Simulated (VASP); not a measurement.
# Nb2BiN (R-3m) in VASP: further runs

Runs on Nb2BiN. Level: PBEsol. Tasks: single point, relaxation of cell and atoms.

All numbers are computed with VASP 6.6.1; they aren't measurements. Logs are shortened: lines on timing, memory, paths and dates and some standing lists are left out, and cuts for length are marked.

## 1. The cell of the first run

The structure is trigonal, space group R-3m (No. 166). Conventional cell: a = 3.380 Å, b = 3.380 Å, c = 20.080 Å, α = 90.00°, β = 90.00°, γ = 120.00°. Within 2.9 Å of Nb (site symmetry 3m) lie 3 N at 2.17 Å and 3 Nb at 2.73 Å. Within 4.1 Å of Bi (site symmetry -3m) lie 6 Nb at 3.09 Å and 6 Bi at 3.38 Å and 6 N at 3.87 Å. Within 2.9 Å of N (site symmetry -3m) lie 6 Nb at 2.17 Å.

## 2. Single point, PBEsol

Contents of INCAR:

```
PREC = Accurate ; ENCUT = 520
EDIFF = 1E-6 ; ISMEAR = 0
SIGMA = 0.1 ; LREAL = F
LASPH = T ; NELM = 100
ALGO = Normal ; ISIF = 2
LWAVE = F ; LCHARG = F
GGA = PS ; NBANDS = 31
```

Contents of KPOINTS:

```
regular mesh
0
Gamma
  6 6 6
```

Contents of POSCAR:

```
Nb2BiN
1.0
    1.6899481568      0.9756920233      6.6934219446
   -1.6899481568      0.9756920233      6.6934219446
    0.0000000000     -1.9513840465      6.6934219447
Nb Bi N
2 1 1
Direct
    0.7142647114      0.7142647114      0.7142647114
    0.2857352886      0.2857352886      0.2857352886
    0.5000000000      0.5000000000      0.5000000000
    0.0000000000      0.0000000000      0.0000000000
```

Potentials or basis: VASP PAW PBE potentials, release 64 (Nb_sv, Bi_d, N).

Run with:

```console
cat potpaw_PBE.64/Nb_sv/POTCAR potpaw_PBE.64/Bi_d/POTCAR potpaw_PBE.64/N/POTCAR > POTCAR
mpirun -np 1 vasp_std > vasp.out
```

OUTCAR:

```text
PREC = Accurate
   ENCUT = 520
   EDIFF = 1E-6
   ISMEAR = 0
   LREAL = F
   LASPH = T
   NELM = 100
   ISIF = 2
   GGA = PS

 ion  position               nearest neighbor table
   1  0.714  0.714  0.714-   4 2.17   4 2.17   4 2.17   2 2.73   2 2.73   2 2.73   3 3.09   3 3.09
                             3 3.09
   2  0.286  0.286  0.286-   4 2.17   4 2.17   4 2.17   1 2.73   1 2.73   1 2.73   3 3.09   3 3.09
                             3 3.09
   3  0.500  0.500  0.500-   2 3.09   2 3.09   1 3.09   1 3.09   2 3.09   1 3.09
   4  0.000  0.000  0.000-   1 2.17   1 2.17   2 2.17   2 2.17   1 2.17   2 2.17

  LATTYP: Found a trigonal (rhomboedric) cell.
 ALAT       =     6.9720726492
 COS(alpha) =     0.8824959186

  Lattice vectors:

 A1 = (   1.6899481568,   0.9756920233,   6.6934219446)
 A2 = (  -1.6899481568,   0.9756920233,   6.6934219446)
 A3 = (   0.0000000000,  -1.9513840465,   6.6934219447)

Analysis of symmetry for initial positions (statically):
=====================================================================
 Subroutine PRICEL returns:
 Original cell was already a primitive cell.

 Routine SETGRP: Setting up the symmetry group for a
 trigonal (rhombohedral) supercell.

 Subroutine GETGRP returns: Found 12 space group operations
 (whereof 12 operations were pure point group operations)
 out of a pool of 12 trial point group operations.

The static configuration has the point symmetry D_3d.

Analysis of symmetry for dynamics (positions and initial velocities):
=====================================================================
 Subroutine PRICEL returns:
 Original cell was already a primitive cell.

 Routine SETGRP: Setting up the symmetry group for a
 trigonal (rhombohedral) supercell.

 Subroutine GETGRP returns: Found 12 space group operations
 (whereof 12 operations were pure point group operations)
 out of a pool of 12 trial point group operations.

The dynamic configuration has the point symmetry D_3d.

 Subroutine INISYM returns: Found 12 space group operations
 (whereof 12 operations are pure point group operations),
 and found     1 'primitive' translations

----------------------------------------------------------------------------------------

                                     Primitive cell

  volume of cell :      66.2195

  direct lattice vectors                    reciprocal lattice vectors
     1.689948157  0.975692023  6.693421945     0.295867064  0.170818929  0.049800138
    -1.689948157  0.975692023  6.693421945    -0.295867064  0.170818929  0.049800138
     0.000000000 -1.951384047  6.693421945     0.000000000 -0.341637858  0.049800138

  length of vectors
     6.972072649  6.972072649  6.972072649     0.345248432  0.345248432  0.345248432

  position of ions in fractional coordinates (direct lattice)
     0.714264711  0.714264711  0.714264711
     0.285735289  0.285735289  0.285735289
     0.500000000  0.500000000  0.500000000
     0.000000000  0.000000000  0.000000000

  ion indices of the primitive-cell ions
   primitive index   ion index
                 1           1
                 2           2
                 3           3
                 4           4

----------------------------------------------------------------------------------------

 KPOINTS: regular mesh

Automatic generation of k-mesh.
 Grid dimensions read from file:
 generate k-points for:    6    6    6

 Generating k-lattice:

  Cartesian coordinates                     Fractional coordinates (reciprocal lattice)
     0.049311177  0.028469822  0.008300023     0.166666667  0.000000000  0.000000000
    -0.049311177  0.028469822  0.008300023     0.000000000  0.166666667  0.000000000
     0.000000000 -0.056939643  0.008300023    -0.000000000 -0.000000000  0.166666667

  Length of vectors
     0.057541405  0.057541405  0.057541405

  Shift w.r.t. Gamma in fractional coordinates (k-lattice)
     0.000000000  0.000000000  0.000000000

 Subroutine IBZKPT returns following result:
 ===========================================

 Found     32 irreducible k-points:

 Following reciprocal coordinates:
            Coordinates               Weight
  0.000000  0.000000  0.000000      1.000000
  0.166667  0.000000  0.000000      6.000000
  0.333333  0.000000 -0.000000      6.000000
  0.500000  0.000000 -0.000000      3.000000
  0.166667  0.166667  0.000000      6.000000
  0.333333  0.166667 -0.000000     12.000000
[... 16 lines left out ...]
  0.500000  0.500000  0.166667      6.000000
 -0.333333  0.500000  0.166667     12.000000
 [... further k-points ...]
   k-points           NKPTS =     32   k-points in BZ     NKDIM =     32   number of bands    NBANDS=     31
   number of dos      NEDOS =    301   number of ions     NIONS =      4
   total plane-waves  NPLWV = 157464
   dimension x,y,z NGX =    54 NGY =   54 NGZ =   54
   dimension x,y,z NGXF=   108 NGYF=  108 NGZF=  108
   ions per type =               2   1   1
   NGX,Y,Z   is equivalent  to a cutoff of  12.88, 12.88, 12.88 a.u.
   NGXF,Y,Z  is equivalent  to a cutoff of  25.75, 25.75, 25.75 a.u.
 SYSTEM =  unknown system
   PREC   = accura    normal or accurate (medium, high low for compatibility)
   ISTART =      0    job   : 0-new  1-cont  2-samecut
   ICHARG =      2    charge: 1-file 2-atom 10-const
   ISPIN  =      1    spin polarized calculation?
   LNONCOLLINEAR =      F non collinear calculations
   LSORBIT =      F    spin-orbit coupling
   LASPH  =      T    aspherical Exc in radial PAW
   ENCUT  =  520.0 eV  38.22 Ry    6.18 a.u.  12.96 12.96 12.96*2*pi/ulx,y,z
   NELM   =    100;   NELMIN=  2; NELMDL= -5     # of ELM steps
   EDIFF  = 0.1E-05   stopping-criterion for ELM
   LREAL  =      F    real-space projection
   EDIFFG = 0.1E-04   stopping-criterion for IOM
   NSW    =      0    number of steps for IOM
   IBRION =     -1    ionic relax: 0-MD 1-quasi-New 2-CG
   NFREE  =      0    steps in history (QN), initial steepest desc. (CG)
   ISIF   =      2    stress and relaxation
   ISYM   =      2    0-nonsym 1-usesym 2-fastsym
   POTIM  = 0.5000    time-step for ionic-motion
   TEBEG  =    0.0;   TEEND  =   0.0 temperature during run
   PSTRESS=    0.0 pullay stress
   NELECT =      46.0000    total number of electrons
   NUPDOWN=      -1.0000    fix difference up-down
   EMIN   =  10.00;   EMAX   =-10.00  energy-range for DOS
   EFERMI =   0.00;   METHOD = LEGACY
   ISMEAR =     0;   SIGMA  =   0.10  broadening in eV -4-tet -1-fermi 0-gaus
   EFERMI_NEDOS =   21; number of points for ismear=-14 and -15
   IALGO  =     38    algorithm
   IMIX   =      4    mixing-type and parameters
     AMIX     =   0.40;   BMIX     =  1.00
     AMIX_MAG =   1.60;   BMIX_MAG =  1.00
  volume/ion in A,a.u.               =      16.55       111.72
  Fermi-wavevector in a.u.,A,eV,Ry     =   1.449881  2.739877 28.601539  2.102154
  Thomas-Fermi vector in A             =   2.567557
   LORBIT       =      0    0 simple, 1 ext, 2 COOP (PROOUT), +10 PAW based schemes
   GGA     = PS    functional components
   LHFCALC =     F    Hartree Fock is set to
   AEXX    =    0.0000 exact exchange contribution
   IVDW    =     0    specifies the selected vdW correction
   LEPSILON=     F    determine dielectric tensor
   LRPA    =     F    only Hartree local field effects (RPA)
 non-spin polarized calculation
 Gauss-broadening in eV      SIGMA  =   0.10
  energy-cutoff  :      520.00
  volume of cell :       66.22
 maximum number of plane-waves:      1818
 NGX is ok and might be reduce to    54
   NGX = 25   NGY = 25   NGZ = 25

 number of electron      45.9999999 magnetization

 Free energy of the ion-electron system (eV)
  ---------------------------------------------------
  ext. energy  EPLUGINS =         0.00000000
  ---------------------------------------------------
  free energy    TOTEN  =       -36.91218724 eV

  energy without entropy =      -36.90008204  energy(sigma->0) =      -36.90613464

 E-fermi :  11.6464     XC(G=0): -12.2929

 val. band max:       11.6411731896   @ k =  -0.1667   0.3333   0.1667
 cond. band min:      11.6958827204   @ k =   0.5000   0.1667   0.1667
 fundamental gap:      0.0547095308
 Fermi energy:        11.6464460188

 k-point     1 :       0.0000    0.0000    0.0000
  band No.  band energies     occupation
      1     -43.9429      2.00000
      2     -43.6631      2.00000
      3     -20.4961      2.00000
      4     -20.0068      2.00000
      5     -20.0068      2.00000
      6     -19.6887      2.00000
[... 23 lines left out ...]
     30      14.8776      0.00000
     31      18.3003      0.00000

 k-point     2 :       0.1667    0.0000    0.0000
  band No.  band energies     occupation
      1     -43.9182      2.00000
      2     -43.6714      2.00000
      3     -20.5013      2.00000
      4     -20.1604      2.00000
      5     -20.0661      2.00000
      6     -19.7182      2.00000
[... 23 lines left out ...]
     30      15.2433      0.00000
     31      16.0499      0.00000

 k-point     3 :       0.3333    0.0000   -0.0000
  band No.  band energies     occupation
      1     -43.8589      2.00000
      2     -43.6977      2.00000
      3     -20.5659      2.00000
      4     -20.3923      2.00000
      5     -20.1671      2.00000
      6     -19.7195      2.00000
[... 23 lines left out ...]
     30      16.0101      0.00000
     31      16.2225      0.00000

 k-point     4 :       0.5000    0.0000   -0.0000
  band No.  band energies     occupation
      1     -43.8161      2.00000
      2     -43.7240      2.00000
      3     -20.6412      2.00000
      4     -20.4676      2.00000
      5     -20.2125      2.00000
      6     -19.6591      2.00000
[... 635 lines left out ...]
     30      15.7195      0.00000
     31      16.4851      0.00000

 k-point    23 :       0.5000    0.5000    0.1667
  band No.  band energies     occupation
      1     -43.8589      2.00000
      2     -43.6977      2.00000
      3     -20.5664      2.00000
      4     -20.3940      2.00000
      5     -20.1664      2.00000
      6     -19.7164      2.00000
[... 23 lines left out ...]
     30      15.7121      0.00000
     31      17.0191      0.00000

 k-point    24 :      -0.3333    0.5000    0.1667
  band No.  band energies     occupation
      1     -43.8165      2.00000
      2     -43.7237      2.00000
      3     -20.5875      2.00000
      4     -20.4409      2.00000
      5     -20.2963      2.00000
      6     -19.7217      2.00000
[... 23 lines left out ...]
     30      15.3473      0.00000
     31      16.2190      0.00000

 [... further k-points ...]

------------------------ aborting loop because EDIFF is reached ----------------------------------------

  FORCE on cell =-STRESS in cart. coord.  units (eV):
  Direction    XX          YY          ZZ          XY          YZ          ZX
  --------------------------------------------------------------------------------------
  -------------------------------------------------------------------------------------
  Total       -0.1330260     -0.1330260      0.0045199      0.0000000      0.0000000      0.0000000
  in kB       -3.2185586     -3.2185586      0.1093576      0.0000000      0.0000000      0.0000000
  external PRESSURE =      -2.1092532 kB  Pullay stress =       0.0000000 kB

 VOLUME and BASIS-vectors are now :
 -----------------------------------------------------------------------------
  energy-cutoff  :      520.00
  volume of cell :       66.22
      direct lattice vectors                 reciprocal lattice vectors
     1.689948157  0.975692023  6.693421945     0.295867064  0.170818929  0.049800138
    -1.689948157  0.975692023  6.693421945    -0.295867064  0.170818929  0.049800138
     0.000000000 -1.951384047  6.693421945     0.000000000 -0.341637858  0.049800138

 POSITION                                       TOTAL-FORCE (eV/Angst)
 -----------------------------------------------------------------------------------
      0.00000      0.00000     14.34263         0.000000      0.000000      0.030597
      0.00000      0.00000      5.73764         0.000000     -0.000000     -0.030597
      0.00000      0.00000     10.04013        -0.000000      0.000000     -0.000000
      0.00000      0.00000      0.00000         0.000000     -0.000000      0.000000
 -----------------------------------------------------------------------------------
    total drift:                               -0.000000      0.000000     -0.000000

  FREE ENERGIE OF THE ION-ELECTRON SYSTEM (eV)
  ---------------------------------------------------
  free  energy   TOTEN  =       -36.9121872354 eV

  energy  without entropy=      -36.9000820445  energy(sigma->0) =      -36.90613464
```

Run time: 7.7 min. Hardware: 1 thread of Intel Xeon Platinum 8175M at 2.50GHz (Skylake/Cascade Lake), shared host; peak memory 0.41 GiB.

What came out:

| Quantity | Value |
| --- | --- |
| Free energy | -36.9122 eV |
| Pressure | -0.2 GPa |
| Largest force | 0.031 eV/Å |
| Band gap on the k mesh | zero (bands 23 and 24 overlap by 1.58 eV) |

Forces on the atoms (eV/Å):
```
Nb   0.000  0.000  0.031
Nb   0.000  0.000 -0.031
Bi   0.000  0.000  0.000
N    0.000  0.000  0.000
```

Caveat: the k points lie up to 0.36 Å⁻¹ apart, too coarse for converged energies and pressures of a metal; the PAW data sets were made with another functional, which shifts forces and pressure a little; spin-orbit coupling is left out, which moves the levels of the heavy elements.

## 3. Relaxation of cell and atoms, PBEsol

This run uses another cell than the first one, of 14.56 Å³/atom.

Contents of INCAR:

```
SYSTEM = Nb2BiN
PREC     = Accurate       ! precision mode
ENCUT    = 600            ! plane-wave cutoff, eV
EDIFF    = 1E-7           ! SCF threshold, eV
ISMEAR   = 0              ! smearing method
SIGMA    = 0.1            ! smearing width, eV
LREAL    = .FALSE.        ! projectors in reciprocal space
LASPH    = .TRUE.         ! aspherical terms in the spheres
NELM     = 100            ! most SCF steps
ALGO     = Normal         ! electronic algorithm
ISIF     = 3              ! what is computed and relaxed
LWAVE    = .FALSE.        ! write WAVECAR
LCHARG   = .FALSE.        ! write CHGCAR
GGA      = PS             ! functional
IBRION   = 2              ! ionic algorithm
NSW      = 100            ! ionic steps
EDIFFG   = -0.05          ! ionic threshold
```

Contents of KPOINTS:

```
Automatic mesh
0
G
  6 6 6
  0 0 0
```

Contents of POSCAR:

```
Nb2BiN
1.0
    1.7264945392      0.9967920870      5.6387075530
   -1.7264945392      0.9967920870      5.6387075530
    0.0000000000     -1.9935841739      5.6387075530
Nb Bi N
2 1 1
Direct
    0.7500000000      0.7500000000      0.7500000000
    0.2500000000      0.2500000000      0.2500000000
    0.5000000000      0.5000000000      0.5000000000
    0.0000000000      0.0000000000      0.0000000000
```

Potentials or basis: VASP PAW PBE potentials, release 64 (Nb_sv, Bi_d, N).

Run with:

```console
cat potpaw_PBE.64/Nb_sv/POTCAR potpaw_PBE.64/Bi_d/POTCAR potpaw_PBE.64/N/POTCAR > POTCAR
mpirun -np 1 vasp_std > vasp.out
```

Wall time 42 min (1 thread of Intel Xeon Platinum 8175M at 2.50GHz (Skylake/Cascade Lake), shared host); peak memory 0.4 GiB.

The run converged. Its results:

```yaml
Free_energy: -36.9047 eV
Relaxed_volume: 16.50 Å³/atom
Relaxed_cell: a = 6.967 Å, b = 6.967 Å, c = 6.967 Å, α = 28.04°, β = 28.04°, γ = 28.04°
Space_group_after_relaxing_to_0.1_Å: R-3m (No. 166)
Energy_gained_by_relaxing: 2196.5 meV/atom
Ionic_steps: 13
Pressure_after_relaxing: 0.2 GPa
Largest_force_after_relaxing: 0.041 eV/Å
Band_gap_on_the_k_mesh: zero (bands 23 and 24 overlap by 1.58 eV)
```

Forces on the atoms (eV/Å):
```
Nb   0.000  0.000  0.041
Nb   0.000  0.000 -0.041
Bi   0.000  0.000  0.000
N    0.000  0.000  0.000
```

Stress tensor (GPa, compression positive):
```
0.12 0.00 0.00
0.00 0.12 0.00
0.00 0.00 0.22
```

Step by step:
```tsv
step	energy change (eV)	largest force (eV/Å)	pressure (GPa)	volume (Å³)
1	0.0000	11.0243	54.40	58.22
2	-0.9763	2.4633	-29.93	110.58
3	-4.9046	4.5896	-22.28	79.10
4	-4.9787	5.0600	-19.32	76.68
5	-4.9830	5.4215	-16.79	74.99
6	-8.2856	0.8946	-3.18	66.11
7	-8.3621	0.2628	2.46	64.89
8	-8.7274	0.5787	2.23	65.75
9	-8.7567	0.7721	2.83	65.99
10	-8.7279	0.4985	-6.74	68.76
11	-8.7765	0.2358	-1.11	67.04
12	-8.7845	0.0978	-0.38	66.42
13	-8.7861	0.0414	0.15	66.00
```

Final structure:
```
Nb Bi N
1.0
     1.68782    0.97446    6.68844
    -1.68782    0.97446    6.68844
     0.00000   -1.94892    6.68844
Nb Bi N
2 1 1
Direct
  0.71439 0.71439 0.71439
  0.28561 0.28561 0.28561
  0.50000 0.50000 0.50000
  0.00000 0.00000 0.00000
```

Levels at points of the mesh, in eV from the Fermi level:
```csv
k point,band 20,band 21,band 22,band 23,band 24,band 25,band 26,band 27
"(0.00, 0.00, 0.00)",-2.04,-2.04,0.23,0.82,0.85,0.85,1.25,2.38
"(0.50, 0.00, 0.00)",-3.67,-3.24,-0.22,-0.14,-0.05,0.44,2.17,2.18
"(0.50, 0.50, 0.00)",-3.44,-3.40,-0.68,-0.55,0.98,1.23,1.52,1.83
"(0.50, 0.50, 0.50)",-2.05,-2.05,0.41,0.41,0.80,0.81,2.36,2.36
```

Caveat: a cell axis changed by over 15 % at a fixed basis, so the end point is rough; the PAW data sets were made with another functional, which shifts forces and pressure a little; spin-orbit coupling is left out, which moves the levels of the heavy elements; the relaxation stopped at a loose force limit of 0.05 eV/Å, so its end isn't a converged minimum.

## 4. Single point, PBEsol

This run uses another cell than the first one, of 14.56 Å³/atom.

Contents of INCAR:

```
SYSTEM = Nb2BiN
PREC = Accurate ; ENCUT = 520
EDIFF = 1E-6 ; ISMEAR = 0
SIGMA = 0.1 ; LREAL = .False.
LASPH = .True. ; NELM = 100
ALGO = Normal ; ISIF = 2
LWAVE = .False. ; LCHARG = .True.
GGA = PS ; LELF = .True.
LVHAR = .True. ; NBANDS = 31
```

Contents of KPOINTS:

```
regular mesh
0
Gamma
  6 6 6
  0 0 0
```

POSCAR is that of step 3.

Run with:

```console
cat potpaw_PBE.64/Nb_sv/POTCAR potpaw_PBE.64/Bi_d/POTCAR potpaw_PBE.64/N/POTCAR > POTCAR
mpirun -np 1 vasp_std > vasp.out
```

Run time: 3.6 min. Hardware: 1 thread of Intel Xeon Platinum 8175M at 2.50GHz (Skylake/Cascade Lake), shared host; peak memory 0.35 GiB.

It converged, with:

```yaml
Free_energy: -28.1162 eV
Pressure: 54.4 GPa
Largest_force: 11.024 eV/Å
Band_gap_on_the_k_mesh: zero (bands 23 and 24 overlap by 1.32 eV)
```

Forces on the atoms (eV/Å):
```
Nb    0.000   0.000 -11.024
Nb    0.000   0.000  11.024
Bi    0.000   0.000   0.000
N     0.000   0.000   0.000
```

Stress tensor (GPa, compression positive):
```
56.16  0.00  0.00
 0.00 56.16  0.00
 0.00  0.00 50.89
```

Levels at points of the mesh, in eV from the Fermi level:
```tsv
k point	band 19	band 20	band 21	band 22	band 23	band 24	band 25	band 26	band 27	band 28
(0.00, 0.00, 0.00)	-1.49	-1.46	-1.46	-1.14	-0.82	-0.82	0.11	0.11	0.64	0.64
(0.50, 0.00, 0.00)	-4.73	-3.99	-3.92	-1.31	-0.76	0.72	1.22	1.36	1.97	2.91
(0.50, 0.50, 0.00)	-4.90	-3.61	-2.23	-2.20	0.50	0.60	1.20	1.58	1.60	1.96
(0.50, 0.50, 0.50)	-3.90	-3.64	-3.64	-0.55	-0.55	-0.46	-0.46	-0.16	0.03	2.56
```

Caveat: the cell stands under pressure; the PAW data sets were made with another functional, which shifts forces and pressure a little; spin-orbit coupling is left out, which moves the levels of the heavy elements.

[end of part 1 of 2]
